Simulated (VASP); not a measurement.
Input of a VASP 6.6.1 run:

INCAR

```
SYSTEM = BeZn3Se4
PREC = Accurate
ENCUT = 520
EDIFF = 1E-6
ISMEAR = 0
SIGMA = 0.02
LREAL = .False.
LASPH = .True.
NELM = 80
ALGO = Normal
ISIF = 2
LWAVE = .False.
LCHARG = .False.
GGA = PE
NBANDS = 41
```

Contents of KPOINTS:

```
regular mesh
0
Gamma
  12 12 2
  0 0 0
```

POSCAR

```
BeZn3Se4
1.0
    4.0316271746      0.0000000000      0.0000000000
   -2.0158135873      3.4914915518      0.0000000000
    0.0000000000      0.0000000000     13.2577952171
Be Zn Se
1 3 4
Direct
    0.3333333333      0.6666666667      0.0021239160
    0.3333333333      0.6666666667      0.5003231015
    0.6666666667      0.3333333333      0.2421375231
    0.6666666667      0.3333333333      0.7589888961
    0.3333333333      0.6666666667      0.1739969300
    0.3333333333      0.6666666667      0.6905121595
    0.6666666667      0.3333333333      0.4321924609
    0.6666666667      0.3333333333      0.9497230129
```

Potentials or basis: VASP PAW PBE potentials, release 64 (Be, Zn, Se).

Run with:

```bash
$ cat potpaw_PBE.64/Be/POTCAR potpaw_PBE.64/Zn/POTCAR potpaw_PBE.64/Se/POTCAR > POTCAR
$ mpirun -np 1 vasp_std > vasp.out
```

Problem. Estimate the pressure.

Solution. -2.9 GPa.

Problem. Predict the largest force.

Solution. 0.011 eV/Å.

Problem. Predict the band gap on the k mesh.

Solution. 1.36 eV, direct.

Forces in eV/Å, atoms in the order of the input:
```
Be   0.000  0.000 -0.003
Zn   0.000  0.000 -0.001
Zn   0.000  0.000 -0.001
Zn   0.000  0.000  0.002
Se   0.000  0.000 -0.010
Se   0.000  0.000  0.001
Se   0.000  0.000  0.002
Se   0.000  0.000  0.011
```
